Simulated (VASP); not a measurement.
Set up this calculation in VASP 6.6.1, as the native input.

```
Task                   : single point
Functional             : r2SCAN
Potentials or basis    : VASP PAW PBE potentials, release 64 (Li_sv, Au)
Cutoff                 : 520 eV
k mesh                 : 5 × 5 × 9
Occupations            : fermi-dirac, width 0.1 eV
Spin                   : no spin polarisation
Dipole correction      : no
Further INCAR settings : ALGO = Normal; EDIFF = 1e-07; NBANDS = 42
```

Crystal: Li3Au2.

```xyz
10
Lattice="7.1876 0.0000 0.0000 0.0000 7.1876 0.0000 0.0000 0.0000 3.6887" Properties=species:S:1:pos:R:3 pbc="T T T"
Li    1.3010    4.8948    1.8443
Li    2.2928    1.3010    1.8443
Li    5.8866    2.2928    1.8443
Li    4.8948    5.8866    1.8443
Li    0.0000    0.0000    0.0000
Li    3.5938    3.5938    0.0000
Au    2.7960    6.3898    0.0000
Au    0.7978    2.7960    0.0000
Au    4.3916    0.7978    0.0000
Au    6.3898    4.3916    0.0000
```

These files were run (other wordings do the same):

POSCAR

```
Li3Au2
1.0
    7.1875980000      0.0000000000      0.0000000000
    0.0000000000      7.1875980000      0.0000000000
    0.0000000000      0.0000000000      3.6886840000
Li Au
6 4
Direct
    0.1810000000      0.6810000000      0.5000000000
    0.3190000000      0.1810000000      0.5000000000
    0.8190000000      0.3190000000      0.5000000000
    0.6810000000      0.8190000000      0.5000000000
    0.0000000000      0.0000000000      0.0000000000
    0.5000000000      0.5000000000      0.0000000000
    0.3890000000      0.8890000000      0.0000000000
    0.1110000000      0.3890000000      0.0000000000
    0.6110000000      0.1110000000      0.0000000000
    0.8890000000      0.6110000000      0.0000000000
```

INCAR.step1

```
SYSTEM = Li3Au2
PREC = Accurate
ENCUT = 520
ISMEAR = -1
SIGMA = 0.1
LREAL = .FALSE.
LASPH = .TRUE.
NELM = 60
NBANDS = 42
GGA = PE
ALGO = Normal
EDIFF = 1E-4
LWAVE = .TRUE.
LCHARG = .FALSE.
```

INCAR.step2

```
SYSTEM = Li3Au2
PREC = Accurate
ENCUT = 520
EDIFF = 1E-7
ISMEAR = -1
SIGMA = 0.1
LREAL = .FALSE.
LASPH = .TRUE.
NELM = 60
ALGO = Normal
ISIF = 2
LWAVE = .FALSE.
LCHARG = .TRUE.
METAGGA = R2SCAN
LMIXTAU = .TRUE.
LELF = .TRUE.
LVHAR = .TRUE.
NBANDS = 42
ISTART = 1
```

KPOINTS

```
regular mesh
0
G
  5 5 9
  0 0 0
```

Potentials or basis: VASP PAW PBE potentials, release 64 (Li_sv, Au).

Launch:

```sh
$ cat potpaw_PBE.64/Li_sv/POTCAR potpaw_PBE.64/Au/POTCAR > POTCAR
$ cp INCAR.step1 INCAR
$ mpirun -np 1 vasp_std > vasp.out
$ cp INCAR.step2 INCAR
$ mpirun -np 1 vasp_std > vasp.out
```

It gave:

```json
{"Largest force": "7.483 eV/Å", "Band gap on the k mesh": "zero (bands 31 and 32 overlap by 1.91 eV)"}
```

Caveat: the PAW data sets were made with another functional, which shifts forces and pressure a little; spin-orbit coupling is left out, which moves the levels of the heavy elements.

Wall time 16 min on 1 thread of Intel(R) Xeon(R) Platinum 8259CL CPU @ 2.50GHz (Skylake/Cascade Lake), on a shared host, peak memory 0.42 GiB.
